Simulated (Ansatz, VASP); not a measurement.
# One calculation of Mg3BeTe4, two programs

Contents of INCAR:

```
SYSTEM = Mg3BeTe4
PREC = Accurate ; ENCUT = 600
EDIFF = 1E-7 ; ISMEAR = 0
SIGMA = 0.02 ; LREAL = .FALSE.
LASPH = .TRUE. ; NELM = 80
ALGO = Normal ; ISIF = 3
LWAVE = .FALSE. ; LCHARG = .FALSE.
GGA = PE ; IBRION = 2
NSW = 100 ; EDIFFG = -0.01
```

File KPOINTS:

```
regular mesh
0
G
  4 4 4
  0 0 0
```

POSCAR

```
Mg3BeTe4
1.0
    6.3008754124      0.0000000000      0.0000000000
    0.0000000000      6.3008754124      0.0000000000
    0.0000000000      0.0000000000      6.3008754124
Mg Be Te
3 1 4
Direct
    0.5000000000      0.0000000000      0.5000000000
    0.0000000000      0.5000000000      0.5000000000
    0.5000000000      0.5000000000      0.0000000000
    0.0000000000      0.0000000000      0.0000000000
    0.2296844407      0.7703155593      0.7703155593
    0.7703155593      0.7703155593      0.2296844407
    0.7703155593      0.2296844407      0.7703155593
    0.2296844407      0.2296844407      0.2296844407
```

Input for Ansatz:

```yaml
crystal:
  lattice:
    - [6.3008754124, 0.0, 0.0]
    - [0.0, 6.3008754124, 0.0]
    - [0.0, 0.0, 6.3008754124]
  atoms:
    - { symbol: Mg, position: [0.5, 0.0, 0.5] }
    - { symbol: Mg, position: [0.0, 0.5, 0.5] }
    - { symbol: Mg, position: [0.5, 0.5, 0.0] }
    - { symbol: Be, position: [0.0, 0.0, 0.0] }
    - { symbol: Te, position: [0.2296844407, 0.7703155593, 0.7703155593] }
    - { symbol: Te, position: [0.7703155593, 0.7703155593, 0.2296844407] }
    - { symbol: Te, position: [0.7703155593, 0.2296844407, 0.7703155593] }
    - { symbol: Te, position: [0.2296844407, 0.2296844407, 0.2296844407] }
basis:
  ecutwfc: 420
kpoints:
  mp_grid: { grid: [4, 4, 4] }
hamiltonian:
  xc: pbe
scf:
  occupations: { method: gaussian, width: 0.02 }
output:
  forces: true
  stress: true
  eigenvalues: true
  write_density: true
  write_potential: true
  elf: true
  volumetric_format: npy
relax:
  adjacent_minimum: "off"
  f_tol: 0.01
  max_steps: 80
  cell: { stress_tol: 0.05 }
```

Alike in both runs: task relaxation of cell and atoms; functional PBE; k mesh 4 × 4 × 4; occupations gaussian, width 0.02 eV; no spin polarisation.

|  | VASP | Ansatz |
| --- | --- | --- |
| version | VASP 6.6.1 | Ansatz 0.2.0 |
| potentials or method | VASP PAW PBE potentials, release 64 (Mg, Be, Te), cutoff 600 eV | scalar-relativistic, plane waves, PAW |
| valence electrons in the cell | 32 | 96 |

Ansatz gave:

```
gap on the k mesh at the Fermi level, each at its own relaxed structure (eV) : 2.35
relaxed volume (Å³/atom)                                                     : 31.19
relaxed cell length with the largest relative difference (Å)                 : 6.296
```

**Question.** Which values does VASP return?

**Answer.** gap on the k mesh at the Fermi level, each at its own relaxed structure (eV): 2.34; relaxed volume (Å³/atom): 31.22; relaxed cell length with the largest relative difference (Å): 6.298.

VASP's potentials hold 32 valence electrons a cell and Ansatz's 96, so a difference there can come from the potentials and not from the codes.

Spin-orbit coupling is off throughout.
